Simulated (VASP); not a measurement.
Mg: single point with PBE

The system is Mg.

```xyz
4
Lattice="2.6872 0.0000 0.0000 -1.3436 2.3272 0.0000 0.0000 0.0000 8.7974" Properties=species:S:1:pos:R:3 pbc="T T T"
Mg    0.0000    0.0000    0.0000
Mg    0.0000    0.0000    4.3987
Mg    0.0000    1.5515    2.1994
Mg    1.3436    0.7757    6.5981
```

- Program: VASP 6.6.1
- Task: single point
- Functional: PBE
- Potentials or basis: VASP PAW PBE potentials, release 64 (Mg)
- Cutoff: 520 eV
- k mesh: 10 × 10 × 6
- Occupations: fermi-dirac, width 0.1 eV
- Spin: no spin polarisation

| Property | Result |
| --- | --- |
| Pressure | 50.6 GPa |
| Band gap on the k mesh | zero (bands 4 and 5 overlap by 1.80 eV) |

Levels at points of the mesh, in eV from the Fermi level:
```tsv
k point	band 1	band 2	band 3	band 4	band 5	band 6	band 7	band 8	band 9
(0.00, 0.00, 0.00)	-9.52	-7.59	-7.58	-2.69	-1.40	6.47	6.49	14.25	14.25
(0.50, 0.00, 0.00)	-3.08	-2.83	-1.73	-1.40	-0.65	-0.41	3.10	3.37	4.73
(0.00, 0.00, 0.50)	-9.03	-9.03	-5.27	-5.27	1.92	1.92	11.60	11.60	14.46
(0.50, 0.00, 0.50)	-2.76	-2.76	-2.21	-2.21	0.93	0.93	1.33	1.33	6.83
```

Run time: 27 s on 1 thread of Intel Xeon 6455B, on a shared host, peak memory 0.18 GiB.

Caveat: the cell stands under pressure.
